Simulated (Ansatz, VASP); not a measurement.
## SiGe2 in VASP and in Ansatz

```
Si Ge
1.0
     3.09389    0.00000    0.00000
    -1.54695    2.67939    0.00000
     0.00000    0.00000    6.36765
Si Ge
1 2
Cartesian
  0.0000 0.0000 0.0000
  0.0000 0.0000 2.2250
  0.0000 0.0000 4.1426
```

Alike in both runs: task relaxation of cell and atoms; functional PBE; k mesh 6 × 6 × 4; occupations gaussian, width 0.1 eV; no spin polarisation.

|  | VASP | Ansatz |
| --- | --- | --- |
| version | VASP 6.6.1 | Ansatz 0.2.0 |
| potentials or method | VASP PAW PBE potentials, release 64 (Si, Ge_d), cutoff 600 eV | scalar-relativistic, plane waves, PAW |
| valence electrons in the cell | 32 | 32 |

|  | VASP | Ansatz | Ansatz less VASP |
| --- | --- | --- | --- |
| gap on the k mesh at the Fermi level, each at its own relaxed structure (eV) | none | none | - |
| relaxed volume (Å³/atom) | 18.21 | 18.18 | -0.032 |
| relaxed cell length with the largest relative difference (Å) | 2.765 | 2.763 | -0.0021 |

A gap of «none» marks a metal or a gap that the smearing closes.

The k mesh is coarse, so the values compare programs but aren't converged. Noted on VASP's run: too few bands were computed for a metal, which touches its energy and stress.
